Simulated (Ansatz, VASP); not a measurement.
## One calculation of BN, two programs

```xyz
4
Lattice="2.5369 0.0000 0.0000 -1.2685 2.1970 0.0000 0.0000 0.0000 4.1959" Properties=species:S:1:pos:R:3 pbc="T T T"
B     1.2685    0.7323    0.0011
B     0.0000    1.4647    2.0991
N     1.2685    0.7323    1.5723
N     0.0000    1.4647    3.6703
```

Alike in both runs: task single point; functional HSE06; k mesh 6 × 6 × 4; occupations gaussian, width 0.05 eV; no spin polarisation.

```csv
,VASP,Ansatz
version,VASP 6.6.1,Ansatz 0.2.0
potentials or method,"VASP PAW PBE potentials, release 64 (B, N), cutoff 520 eV","scalar-relativistic, plane waves, PAW"
valence electrons in the cell,16,16
```

```csv
,VASP,Ansatz,Ansatz less VASP
gap on the k mesh at the Fermi level (eV),6.49,6.51,+0.019
least direct gap on the mesh (eV),10.00,10.01,+0.011
pressure (GPa),-0.6,-1.1,-0.51
"traceless stress, the component that is largest in VASP (GPa)",-0.38,-0.34,+0.032
rms of the force components (eV/Å),0.012,0.014,+0.0017
```

Atom by atom the forces differ by 0.002 eV/Å (rms over components). With one functional, cell and mesh, what is left measures potentials, basis and numerics. Ansatz's warnings: stress exchange threshold loose, stress scf threshold loose.

The k mesh is coarse, so the values compare programs but aren't converged.
